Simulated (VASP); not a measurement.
# AlNi (Pm-3m) in VASP: a series of runs, part 2 of 2

VASP 6.6.1. Earlier steps stand in the parts before.

### Step 3. Single point, r2SCAN, collinear spin, ferromagnetic start

This run uses another cell than the first one, of 12.67 Å³/atom, 1.019 times its volume.

POSCAR

```
AlNi
1.0
    2.9375045414      0.0000000000      0.0000000000
    0.0000000000      2.9375045414      0.0000000000
    0.0000000000      0.0000000000      2.9375045414
Ni Al
1 1
Direct
    0.5000000000      0.5000000000      0.5000000000
    0.0000000000      0.0000000000      0.0000000000
```

INCAR.step1

```
SYSTEM = AlNi
PREC = Accurate
ENCUT = 520
ISMEAR = -1
SIGMA = 0.05
LREAL = .FALSE.
LASPH = .TRUE.
NELM = 150
ISPIN = 2
MAGMOM = 1 0
LMAXMIX = 4
NBANDS = 18
GGA = PE
ALGO = Normal
EDIFF = 1E-4
LWAVE = .TRUE.
LCHARG = .FALSE.
```

INCAR.step2

```
SYSTEM = AlNi
PREC = Accurate
ENCUT = 520
EDIFF = 1E-7
ISMEAR = -1
SIGMA = 0.05
LREAL = .FALSE.
LASPH = .TRUE.
NELM = 150
ALGO = Normal
ISIF = 2
LWAVE = .FALSE.
LCHARG = .FALSE.
ISPIN = 2
MAGMOM = 1 0
LORBIT = 11
LMAXMIX = 4
METAGGA = R2SCAN
LMIXTAU = .TRUE.
NBANDS = 18
ISTART = 1
```

KPOINTS

```
Automatic mesh
0
G
  9 9 9
  0 0 0
```

Potentials or basis: VASP PAW PBE potentials, release 64 (Ni, Al).

Launch:

```bash
$ cat potpaw_PBE.64/Ni/POTCAR potpaw_PBE.64/Al/POTCAR > POTCAR
$ cp INCAR.step1 INCAR
$ mpirun -np 1 vasp_std > vasp.out
$ cp INCAR.step2 INCAR
$ mpirun -np 1 vasp_std > vasp.out
```

Wall time 66 s (1 thread of Intel Xeon Platinum 8259CL at 2.50GHz (Skylake/Cascade Lake), shared host); peak memory 0.17 GiB.

It converged, with:

* Free energy: -19.9927 eV
* Pressure: -11.8 GPa
* Net moment: 0.00 μB per cell
* Valence electrons inside the program's atomic spheres: Ni 9.41; Al 0.77

Levels at points of the mesh, in eV from the Fermi level:
Spin up:
```tsv
k point	band 4	band 5	band 6	band 7	band 8	band 9
(0.00, 0.00, 0.00)	-1.50	-1.50	-1.50	5.64	5.64	5.64
```
Spin down:
| k point | band 4 | band 5 | band 6 | band 7 | band 8 | band 9 |
| --- | --- | --- | --- | --- | --- | --- |
| (0.00, 0.00, 0.00) | -1.50 | -1.50 | -1.50 | 5.64 | 5.64 | 5.64 |

Caveat: the PAW data sets were made with another functional, which shifts forces and pressure a little.

### Step 4. Single point, RPBE+D4, collinear spin, ferromagnetic start

This run uses another cell than the first one, of 11.59 Å³/atom, 0.932 times its volume.

INCAR

```
SYSTEM = AlNi
PREC     = Accurate       ! precision mode
ENCUT    = 520            ! plane-wave cutoff, eV
EDIFF    = 1E-6           ! SCF threshold, eV
ISMEAR   = -1             ! smearing method
SIGMA    = 0.05           ! smearing width, eV
LREAL    = .False.        ! projectors in reciprocal space
LASPH    = .True.         ! aspherical terms in the spheres
NELM     = 150            ! most SCF steps
ALGO     = Normal         ! electronic algorithm
ISIF     = 2              ! what is computed and relaxed
LWAVE    = .False.        ! write WAVECAR
LCHARG   = .False.        ! write CHGCAR
ISPIN    = 2              ! spin polarisation
MAGMOM   = 1 0            ! initial moments
LORBIT   = 11             ! projections on sites
LMAXMIX  = 4              ! l up to which the mixer works
GGA      = RP             ! functional
IVDW     = 13             ! dispersion correction
NBANDS   = 18             ! bands
```

KPOINTS

```
regular mesh
0
Gamma
  9 9 9
  0 0 0
```

POSCAR

```
AlNi
1.0
    2.8515579864      0.0000000000      0.0000000000
    0.0000000000      2.8515579864      0.0000000000
    0.0000000000      0.0000000000      2.8515579864
Ni Al
1 1
Direct
    0.5000000000      0.5000000000      0.5000000000
    0.0000000000      0.0000000000      0.0000000000
```

Potentials or basis: VASP PAW PBE potentials, release 64 (Ni, Al).

Launch:

```bash
$ cat potpaw_PBE.64/Ni/POTCAR potpaw_PBE.64/Al/POTCAR > POTCAR
$ mpirun -np 1 vasp_std > vasp.out
```

OUTCAR:

```text
SYSTEM = AlNi
   PREC = Accurate
   ENCUT = 520
   EDIFF = 1E-6
   ISMEAR = -1
   LREAL = .False.
   LASPH = .True.
   NELM = 150
   ISIF = 2
   ISPIN = 2
   LORBIT = 11
   GGA = RP
   IVDW = 13

 ion  position               nearest neighbor table
   1  0.500  0.500  0.500-   2 2.47   2 2.47   2 2.47   2 2.47   2 2.47   2 2.47   2 2.47   2 2.47

   2  0.000  0.000  0.000-   1 2.47   1 2.47   1 2.47   1 2.47   1 2.47   1 2.47   1 2.47   1 2.47

  LATTYP: Found a simple cubic cell.
 ALAT       =     2.8515579864

  Lattice vectors:

 A1 = (   2.8515579864,   0.0000000000,   0.0000000000)
[... 1229 lines left out ...]

 VOLUME and BASIS-vectors are now :
 -----------------------------------------------------------------------------
  energy-cutoff  :      520.00
  volume of cell :       23.19
      direct lattice vectors                 reciprocal lattice vectors
     2.851557986  0.000000000  0.000000000     0.350685487  0.000000000  0.000000000
     0.000000000  2.851557986  0.000000000     0.000000000  0.350685487  0.000000000
     0.000000000  0.000000000  2.851557986     0.000000000  0.000000000  0.350685487

 POSITION                                       TOTAL-FORCE (eV/Angst)
 -----------------------------------------------------------------------------------
      1.42578      1.42578      1.42578         0.000000      0.000000      0.000000
      0.00000      0.00000      0.00000         0.000000      0.000000      0.000000
 -----------------------------------------------------------------------------------
    total drift:                                0.000000      0.000000     -0.000000

  FREE ENERGIE OF THE ION-ELECTRON SYSTEM (eV)
  ---------------------------------------------------
  free  energy   TOTEN  =       -11.4587187588 eV

  energy  without entropy=      -11.4524074482  energy(sigma->0) =      -11.45556310

 total charge

# of ion       s       p       d       tot
------------------------------------------
    1        0.486   0.546   8.478   9.509
    2        0.390   0.428   0.000   0.818
--------------------------------------------------
tot          0.876   0.973   8.478  10.327

 magnetization (x)

# of ion       s       p       d       tot
------------------------------------------
    1       -0.000  -0.000   0.000  -0.000
    2        0.000   0.000   0.000   0.000
--------------------------------------------------
tot          0.000   0.000   0.000   0.000
```

stdout:

```text
POSCAR found type information on POSCAR NiAl
 POSCAR found :  2 types and       2 ions
 scaLAPACK will be used
 -----------------------------------------------------------------------------
|                                                                             |
|                                                                             |
|     You enforced a specific xc type in the INCAR file but a different       |
|     I HOPE YOU KNOW WHAT YOU ARE DOING!                                     |
|                                                                             |
 -----------------------------------------------------------------------------

 LDA part: xc-table for (Slater+PW92), standard interpolation
 POSCAR, INCAR and KPOINTS ok, starting setup
 FFT: planning ... GRIDC
 FFT: planning ... GRID_SOFT
 FFT: planning ... GRID
 WAVECAR not read
 entering main loop
```

Wall time 14 s (1 thread of Intel Xeon Platinum 8488C (Sapphire Rapids), shared host); peak memory 0.16 GiB.

What came out:

```yaml
Free_energy: -11.4587 eV
Pressure: -0.2 GPa
Net_moment: 0.00 μB per cell
Valence_electrons_inside_the_program's_atomic_spheres: Ni 9.51; Al 0.82
Dispersion_energy_per_atom: -0.882 eV
```

Levels at points of the mesh, in eV from the Fermi level:
Spin up:
```tsv
k point	band 2	band 3	band 4	band 5	band 6	band 7	band 8	band 9	band 10	band 11
(0.00, 0.00, 0.00)	-3.40	-3.40	-1.63	-1.63	-1.63	5.65	5.65	5.65	8.16	8.16
```
Spin down:
| k point | band 4 | band 5 | band 6 | band 7 | band 8 | band 9 |
| --- | --- | --- | --- | --- | --- | --- |
| (0.00, 0.00, 0.00) | -1.63 | -1.63 | -1.63 | 5.65 | 5.65 | 5.65 |

Caveat: the PAW data sets were made with another functional, which shifts forces and pressure a little; pairwise dispersion overbinds metals, which lowers pressure and volume.

### Step 5. Summary

| level | cell | gap on the mesh (eV) | pressure (GPa) | moment (μB) |
| --- | --- | --- | --- | --- |
| r2SCAN | a = 2.919 Å, 2 atoms | none | -9.3 | 0.00 |
| r2SCAN | a = 2.938 Å, 2 atoms | none | -11.8 | 0.00 |
| RPBE+D4 | a = 2.852 Å, 2 atoms | none | -0.2 | 0.00 |

Alike in all rows: task single point; potentials or basis VASP PAW PBE potentials, release 64 (Ni, Al); spin collinear, ferromagnetic start; k mesh 9 × 9 × 9; cutoff (eV) 520; smearing fermi-dirac 0.05 eV.

Caveats: the PAW data sets were made with another functional, which shifts forces and pressure a little; pairwise dispersion overbinds metals, which lowers pressure and volume (some runs).

Absolute energies hang on the potentials; compare differences alone.
